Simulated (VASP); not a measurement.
# TaAs in VASP: notebook

Aim: see how the results for TaAs move with the level of theory and the settings. Levels: PBE, RPBE. Tasks: single point.

All numbers are computed with VASP 6.6.1; they aren't measurements. Logs are shortened: lines on timing, memory, paths and dates and some standing lists are left out, and cuts for length are marked.

### 1 The cell of the first run

The cell holds a sheet with vacuum, 2 atoms: a = 3.444 Å, b = 3.444 Å, c = 15.000 Å, α = 90.00°, β = 90.00°, γ = 90.00°.

### 2 Single point, PBE

Input file INCAR:

```
PREC     = Accurate       # precision mode
ENCUT    = 400            # plane-wave cutoff, eV
EDIFF    = 1E-6           # SCF threshold, eV
ISMEAR   = 0              # smearing method
SIGMA    = 0.1            # smearing width, eV
LREAL    = F              # projectors in reciprocal space
LASPH    = T              # aspherical terms in the spheres
NELM     = 120            # most SCF steps
ALGO     = Normal         # electronic algorithm
ISIF     = 2              # what is computed and relaxed
LWAVE    = F              # write WAVECAR
LCHARG   = F              # write CHGCAR
LDIPOL   = T            
IDIPOL   = 3            
DIPOL    = 0.5 0.5 0.500
GGA      = PE             # functional
NBANDS   = 15             # bands
GGA_COMPAT= F            
NELMDL   = -8
```

Input file KPOINTS:

```
Automatic mesh
0
Gamma
  6 6 1
```

Input file POSCAR:

```
TaAs
1.0
    3.4436270000      0.0000000000      0.0000000000
    0.0000000000      3.4436270000      0.0000000000
    0.0000000000      0.0000000000     15.0000000000
Ta As
1 1
Direct
    0.0000000000      0.0000000000      0.4676618400
    0.5000000000      0.5000000000      0.5323381600
```

Potentials or basis: VASP PAW PBE potentials, release 64 (Ta_pv, As).

On the command line:

```sh
cat potpaw_PBE.64/Ta_pv/POTCAR potpaw_PBE.64/As/POTCAR > POTCAR
mpirun -np 1 vasp_std > vasp.out
```

OUTCAR:

```text
PREC = Accurate
   ENCUT = 400
   EDIFF = 1E-6
   ISMEAR = 0
   LREAL = F
   LASPH = T
   NELM = 120
   ISIF = 2
   GGA = PE
   NELMDL = -8

 ion  position               nearest neighbor table
   1  0.000  0.000  0.468-   2 2.62   2 2.62   2 2.62   2 2.62
   2  0.500  0.500  0.532-   1 2.62   1 2.62   1 2.62   1 2.62

  LATTYP: Found a simple tetragonal cell.
 ALAT       =     3.4436270000
 C/A-ratio  =     4.3558724566

  Lattice vectors:

 A1 = (   3.4436270000,   0.0000000000,   0.0000000000)
 A2 = (   0.0000000000,   3.4436270000,   0.0000000000)
 A3 = (   0.0000000000,   0.0000000000,  15.0000000000)

Analysis of symmetry for initial positions (statically):
=====================================================================
 Subroutine PRICEL returns:
 Original cell was already a primitive cell.

 Routine SETGRP: Setting up the symmetry group for a
 simple tetragonal supercell.

 Subroutine GETGRP returns: Found  8 space group operations
 (whereof  8 operations were pure point group operations)
 out of a pool of 16 trial point group operations.

The static configuration has the point symmetry C_4v.

Analysis of symmetry for dynamics (positions and initial velocities):
=====================================================================
 Subroutine PRICEL returns:
 Original cell was already a primitive cell.

 Routine SETGRP: Setting up the symmetry group for a
 simple tetragonal supercell.

 Subroutine GETGRP returns: Found  8 space group operations
 (whereof  8 operations were pure point group operations)
 out of a pool of 16 trial point group operations.

The dynamic configuration has the point symmetry C_4v.

 Subroutine INISYM returns: Found  8 space group operations
 (whereof  8 operations are pure point group operations),
 and found     1 'primitive' translations

----------------------------------------------------------------------------------------

                                     Primitive cell

  volume of cell :     177.8785

  direct lattice vectors                    reciprocal lattice vectors
     3.443627000  0.000000000  0.000000000     0.290391497  0.000000000  0.000000000
     0.000000000  3.443627000  0.000000000     0.000000000  0.290391497  0.000000000
     0.000000000  0.000000000 15.000000000     0.000000000  0.000000000  0.066666667

  length of vectors
     3.443627000  3.443627000 15.000000000     0.290391497  0.290391497  0.066666667

  position of ions in fractional coordinates (direct lattice)
     0.000000000  0.000000000  0.467661840
     0.500000000  0.500000000  0.532338160

  ion indices of the primitive-cell ions
   primitive index   ion index
                 1           1
                 2           2

----------------------------------------------------------------------------------------

 KPOINTS: Automatic mesh

Automatic generation of k-mesh.
 Grid dimensions read from file:
 generate k-points for:    6    6    1

 Generating k-lattice:

  Cartesian coordinates                     Fractional coordinates (reciprocal lattice)
     0.048398583  0.000000000  0.000000000     0.166666667  0.000000000  0.000000000
     0.000000000  0.048398583  0.000000000     0.000000000  0.166666667  0.000000000
     0.000000000  0.000000000  0.066666667     0.000000000  0.000000000  1.000000000

  Length of vectors
     0.048398583  0.048398583  0.066666667

  Shift w.r.t. Gamma in fractional coordinates (k-lattice)
     0.000000000  0.000000000  0.000000000

 Subroutine IBZKPT returns following result:
 ===========================================

 Found     10 irreducible k-points:

 Following reciprocal coordinates:
            Coordinates               Weight
  0.000000  0.000000  0.000000      1.000000
  0.166667  0.000000  0.000000      4.000000
  0.333333  0.000000  0.000000      4.000000
  0.500000  0.000000  0.000000      2.000000
  0.166667  0.166667  0.000000      4.000000
  0.333333  0.166667  0.000000      8.000000
  0.500000  0.166667  0.000000      4.000000
  0.333333  0.333333  0.000000      4.000000
  0.500000  0.333333  0.000000      4.000000
  0.500000  0.500000  0.000000      1.000000
   k-points           NKPTS =     10   k-points in BZ     NKDIM =     10   number of bands    NBANDS=     15
   number of dos      NEDOS =    301   number of ions     NIONS =      2
   total plane-waves  NPLWV =  56448
   dimension x,y,z NGX =    24 NGY =   24 NGZ =   98
   dimension x,y,z NGXF=    48 NGYF=   48 NGZF=  196
   ions per type =               1   1
   NGX,Y,Z   is equivalent  to a cutoff of  11.59, 11.59, 10.86 a.u.
   NGXF,Y,Z  is equivalent  to a cutoff of  23.17, 23.17, 21.72 a.u.
 SYSTEM =  unknown system
   PREC   = accura    normal or accurate (medium, high low for compatibility)
   ISTART =      0    job   : 0-new  1-cont  2-samecut
   ICHARG =      2    charge: 1-file 2-atom 10-const
   ISPIN  =      1    spin polarized calculation?
   LNONCOLLINEAR =      F non collinear calculations
   LSORBIT =      F    spin-orbit coupling
   LASPH  =      T    aspherical Exc in radial PAW
   ENCUT  =  400.0 eV  29.40 Ry    5.42 a.u.   5.62  5.62 24.46*2*pi/ulx,y,z
   NELM   =    120;   NELMIN=  2; NELMDL= -8     # of ELM steps
   EDIFF  = 0.1E-05   stopping-criterion for ELM
   LREAL  =      F    real-space projection
   EDIFFG = 0.1E-04   stopping-criterion for IOM
   NSW    =      0    number of steps for IOM
   IBRION =     -1    ionic relax: 0-MD 1-quasi-New 2-CG
   NFREE  =      0    steps in history (QN), initial steepest desc. (CG)
   ISIF   =      2    stress and relaxation
   ISYM   =      2    0-nonsym 1-usesym 2-fastsym
   POTIM  = 0.5000    time-step for ionic-motion
   TEBEG  =    0.0;   TEEND  =   0.0 temperature during run
   PSTRESS=    0.0 pullay stress
   NELECT =      16.0000    total number of electrons
   NUPDOWN=      -1.0000    fix difference up-down
   EMIN   =  10.00;   EMAX   =-10.00  energy-range for DOS
   EFERMI =   0.00;   METHOD = LEGACY
   ISMEAR =     0;   SIGMA  =   0.10  broadening in eV -4-tet -1-fermi 0-gaus
   EFERMI_NEDOS =   21; number of points for ismear=-14 and -15
   IALGO  =     38    algorithm
   IMIX   =      4    mixing-type and parameters
     AMIX     =   0.40;   BMIX     =  1.00
     AMIX_MAG =   1.60;   BMIX_MAG =  1.00
  volume/ion in A,a.u.               =      88.94       600.19
  Fermi-wavevector in a.u.,A,eV,Ry     =   0.733512  1.386136  7.320469  0.538039
  Thomas-Fermi vector in A             =   1.826238
   LORBIT       =      0    0 simple, 1 ext, 2 COOP (PROOUT), +10 PAW based schemes
   GGA     = PE    functional components
   LHFCALC =     F    Hartree Fock is set to
   AEXX    =    0.0000 exact exchange contribution
   IVDW    =     0    specifies the selected vdW correction
   LEPSILON=     F    determine dielectric tensor
   LRPA    =     F    only Hartree local field effects (RPA)
 non-spin polarized calculation
 Gauss-broadening in eV      SIGMA  =   0.10
  energy-cutoff  :      400.00
  volume of cell :      177.88
 maximum number of plane-waves:      3264
 NGX is ok and might be reduce to    24
   NGX = 11   NGY = 11   NGZ = 49

 number of electron      16.0000004 magnetization

 dipolmoment           0.000000      0.000000      0.030826 electrons x Angstroem

 Free energy of the ion-electron system (eV)
  ---------------------------------------------------
  ext. energy  EPLUGINS =         0.00000000
  ---------------------------------------------------
  free energy    TOTEN  =       -14.51495213 eV

  energy without entropy =      -14.50181698  energy(sigma->0) =      -14.50838456

 E-fermi :  -2.2453     XC(G=0):  -3.6221

 val. band max:       -2.2953848793   @ k =   0.5000   0.1667   0.0000
 cond. band min:      -2.2126225959   @ k =   0.3333   0.3333   0.0000
 fundamental gap:      0.0827622834
 Fermi energy:        -2.2453409101

 k-point     1 :       0.0000    0.0000    0.0000
  band No.  band energies     occupation
      1     -37.4447      2.00000
      2     -37.2149      2.00000
      3     -37.2149      2.00000
      4     -14.1659      2.00000
      5      -6.0522      2.00000
      6      -4.1901      2.00000
      7      -3.0391      2.00000
      8      -3.0391      2.00000
      9      -2.7745      2.00000
     10      -0.7932      0.00000
     11       1.0073      0.00000
     12       1.0073      0.00000
     13       1.0844      0.00000
     14       1.8143      0.00000
     15       2.5083      0.00000

 k-point     2 :       0.1667    0.0000    0.0000
  band No.  band energies     occupation
      1     -37.4415      2.00000
      2     -37.2502      2.00000
      3     -37.2110      2.00000
      4     -13.8619      2.00000
      5      -5.9532      2.00000
      6      -4.8431      2.00000
      7      -3.3947      2.00000
      8      -3.1294      2.00000
      9      -2.0343      0.00285
     10      -1.1663      0.00000
     11      -0.1932      0.00000
     12       1.1740      0.00000
     13       2.0843      0.00000
     14       2.2891      0.00000
     15       2.6928      0.00000
[... 113 lines left out ...]
      3     -37.2994      2.00000
      4     -12.4738      2.00000
      5      -6.5669      2.00000
      6      -6.0119      2.00000
      7      -3.4618      2.00000
      8      -2.3449      1.84104
      9      -1.6958      0.00000
     10      -1.6337      0.00000
     11       0.8651      0.00000
     12       2.5391      0.00000
     13       2.7708      0.00000
     14       2.8949      0.00000
     15       5.1411      0.00000

 k-point    10 :       0.5000    0.5000    0.0000
  band No.  band energies     occupation
      1     -37.4179      2.00000
      2     -37.3324      2.00000
      3     -37.3324      2.00000
      4     -12.4225      2.00000
      5      -6.1687      2.00000
      6      -6.1687      2.00000
      7      -3.8925      2.00000
      8      -1.8334      0.00000
      9      -1.3822      0.00000
     10      -1.3822      0.00000
     11       0.9947      0.00000
     12       1.1892      0.00000
     13       3.6974      0.00000
     14       3.8189      0.00000
     15       5.0168      0.00000

------------------------ aborting loop because EDIFF is reached ----------------------------------------

 vacuum level on the upper side and lower side of the slab       (xc-potential included)         0.215        -0.404

  FORCE on cell =-STRESS in cart. coord.  units (eV):
  Direction    XX          YY          ZZ          XY          YZ          ZX
  --------------------------------------------------------------------------------------
  -------------------------------------------------------------------------------------
  Total       -2.8488120     -2.8488120     -0.6186459      0.0000000     -0.0000000      0.0000000
  in kB      -25.6596608    -25.6596608     -5.5722328      0.0000000     -0.0000000      0.0000000
  external PRESSURE =     -18.9638515 kB  Pullay stress =       0.0000000 kB

 VOLUME and BASIS-vectors are now :
 -----------------------------------------------------------------------------
  energy-cutoff  :      400.00
  volume of cell :      177.88
      direct lattice vectors                 reciprocal lattice vectors
     3.443627000  0.000000000  0.000000000     0.290391497  0.000000000  0.000000000
     0.000000000  3.443627000  0.000000000     0.000000000  0.290391497  0.000000000
     0.000000000  0.000000000 15.000000000     0.000000000  0.000000000  0.066666667

 POSITION                                       TOTAL-FORCE (eV/Angst)
 -----------------------------------------------------------------------------------
      0.00000      0.00000      7.01493         0.000000      0.000000      0.623601
      1.72181      1.72181      7.98507         0.000000     -0.000000     -0.623601
 -----------------------------------------------------------------------------------
    total drift:                                0.000000     -0.000000      0.000785

  FREE ENERGIE OF THE ION-ELECTRON SYSTEM (eV)
  ---------------------------------------------------
  free  energy   TOTEN  =       -14.5149521296 eV

  energy  without entropy=      -14.5018169838  energy(sigma->0) =      -14.50838456

 vacuum level on the upper side and lower side of the slab         2.460         1.927
```

It took 16 s on 1 thread of Intel Xeon Platinum 8559C (Emerald Rapids), shared host; peak memory 0.23 GiB.

What came out:

- Free energy: -14.5150 eV
- Largest force: 0.624 eV/Å
- Band gap on the k mesh: zero (bands 8 and 9 overlap by 0.94 eV)

Forces in eV/Å, atoms in the order of the input:
```
Ta   0.000  0.000  0.624
As   0.000  0.000 -0.624
```

Caveat: spin-orbit coupling is left out, which moves the levels of the heavy elements.

### 3 Single point, PBE

This run uses another cell than the first one.

Input file INCAR:

```
ALGO = Normal ; DIPOL = 0.5 0.5 0.291
EDIFF = 1E-6 ; ENCUT = 400
GGA = PE ; GGA_COMPAT = False
IDIPOL = 3 ; ISIF = 2
ISMEAR = 0 ; LASPH = True
LCHARG = False ; LDIPOL = True
LREAL = False ; LWAVE = False
NBANDS = 15 ; NELM = 120
NELMDL = -8 ; PREC = Accurate
SIGMA = 0.1
```

Input file KPOINTS:

```
k-points
0
Gamma
  6 6 1
```

Input file POSCAR:

```
TaAs
1.0
    3.3363922808      0.0000000000      0.0000000000
    0.0000000000      3.3363922808      0.0000000000
    0.0000000000      0.0000000000     25.7402896000
Ta As
1 1
Direct
    0.0000000000      0.0000000000      0.2723470300
    0.5000000000      0.5000000000      0.3103969963
```

Potentials or basis: VASP PAW PBE potentials, release 64 (Ta_pv, As).

On the command line:

```sh
cat potpaw_PBE.64/Ta_pv/POTCAR potpaw_PBE.64/As/POTCAR > POTCAR
mpirun -np 1 vasp_std > vasp.out
```

It took 33 s on 1 thread of Intel Xeon Platinum 8559C (Emerald Rapids), shared host; peak memory 0.29 GiB.

Results (log left out):

```yaml
Free_energy: -14.6020 eV
Largest_force: 0.034 eV/Å
Band_gap_on_the_k_mesh: zero (bands 8 and 9 overlap by 1.10 eV)
```

Forces in eV/Å, atoms in the order of the input:
```
Ta   0.000  0.000 -0.034
As   0.000  0.000  0.034
```

Levels at points of the mesh, in eV from the Fermi level:
```
           k point  band 4  band 5  band 6  band 7  band 8  band 9  band 10  band 11  band 12  band 13
(0.00, 0.00, 0.00)  -12.25   -4.13   -2.16   -0.73   -0.73   -0.58     1.75     3.34     3.77     3.77
(0.50, 0.00, 0.00)  -10.50   -5.93   -2.16   -2.03   -0.29    0.75     1.44     1.62     3.76     5.76
(0.50, 0.50, 0.00)  -10.30   -4.17   -4.17   -1.72    0.52    1.06     1.06     3.75     4.11     6.45
```

Caveat: spin-orbit coupling is left out, which moves the levels of the heavy elements.

### 4 Single point, RPBE

This run uses another cell than the first one.

Input file INCAR:

```
PREC     = Accurate       # precision mode
ENCUT    = 400            # plane-wave cutoff, eV
EDIFF    = 1E-6           # SCF threshold, eV
ISMEAR   = 0              # smearing method
SIGMA    = 0.1            # smearing width, eV
LREAL    = F              # projectors in reciprocal space
LASPH    = T              # aspherical terms in the spheres
NELM     = 120            # most SCF steps
ALGO     = Normal         # electronic algorithm
ISIF     = 2              # what is computed and relaxed
LWAVE    = F              # write WAVECAR
LCHARG   = F              # write CHGCAR
LDIPOL   = T            
IDIPOL   = 3            
DIPOL    = 0.5 0.5 0.291
GGA      = RP             # functional
NBANDS   = 15             # bands
GGA_COMPAT= F            
NELMDL   = -8
```

Input file KPOINTS:

```
regular mesh
0
Gamma
  16 16 1
```

Input file POSCAR:

```
TaAs
1.0
    3.3258607568      0.0000000000      0.0000000000
    0.0000000000      3.3258607568      0.0000000000
    0.0000000000      0.0000000000     25.7402896000
Ta As
1 1
Direct
    0.0000000000      0.0000000000      0.2717799894
    0.5000000000      0.5000000000      0.3109640369
```

On the command line:

```sh
cat potpaw_PBE.64/Ta_pv/POTCAR potpaw_PBE.64/As/POTCAR > POTCAR
mpirun -np 1 vasp_std > vasp.out
```

It took 1.9 min on 1 thread of Intel Xeon Platinum 8559C (Emerald Rapids), shared host; peak memory 0.35 GiB.

Results (log left out):

```yaml
Free_energy: -13.8560 eV
Largest_force: 0.193 eV/Å
Band_gap_on_the_k_mesh: zero (bands 8 and 9 overlap by 1.06 eV)
```

Forces in eV/Å, atoms in the order of the input:
```
Ta   0.000  0.000 -0.193
As   0.000  0.000  0.193
```

Levels at points of the mesh, in eV from the Fermi level:
| k point | band 4 | band 5 | band 6 | band 7 | band 8 | band 9 | band 10 | band 11 | band 12 | band 13 |
| --- | --- | --- | --- | --- | --- | --- | --- | --- | --- | --- |
| (0.00, 0.00, 0.00) | -12.28 | -4.23 | -2.22 | -0.76 | -0.76 | -0.58 | 1.77 | 3.16 | 3.83 | 3.83 |
| (0.50, 0.00, 0.00) | -10.52 | -5.96 | -2.11 | -2.03 | -0.38 | 0.61 | 1.42 | 1.60 | 3.80 | 5.78 |
| (0.50, 0.50, 0.00) | -10.27 | -4.24 | -4.24 | -1.81 | 0.49 | 1.09 | 1.09 | 3.76 | 4.17 | 6.47 |

Caveat: the PAW data sets were made with another functional, which shifts forces and pressure a little; spin-orbit coupling is left out, which moves the levels of the heavy elements.

### 5 Overview

```tsv
level	cell	k mesh	gap on the mesh (eV)	largest force (eV/Å)
PBE	a = 3.444, b = 3.444, c = 15.000 Å, 2 atoms, atomic positions A	6 × 6 × 1	none	0.62
PBE	a = 3.336, b = 3.336, c = 25.740 Å, 2 atoms, atomic positions B	6 × 6 × 1	none	0.03
RPBE	a = 3.326, b = 3.326, c = 25.740 Å, 2 atoms, atomic positions C	16 × 16 × 1	none	0.19
```

Alike in all rows: task single point; potentials or basis VASP PAW PBE potentials, release 64 (Ta_pv, As); no spin polarisation; cutoff (eV) 400; smearing gaussian 0.1 eV.

Caveats: spin-orbit coupling is left out, which moves the levels of the heavy elements; the PAW data sets were made with another functional, which shifts forces and pressure a little (at least some runs).

Absolute energies hang on the potentials; compare differences alone.

The gap in the log of VASP goes by the Fermi energy; the results here count the filled bands.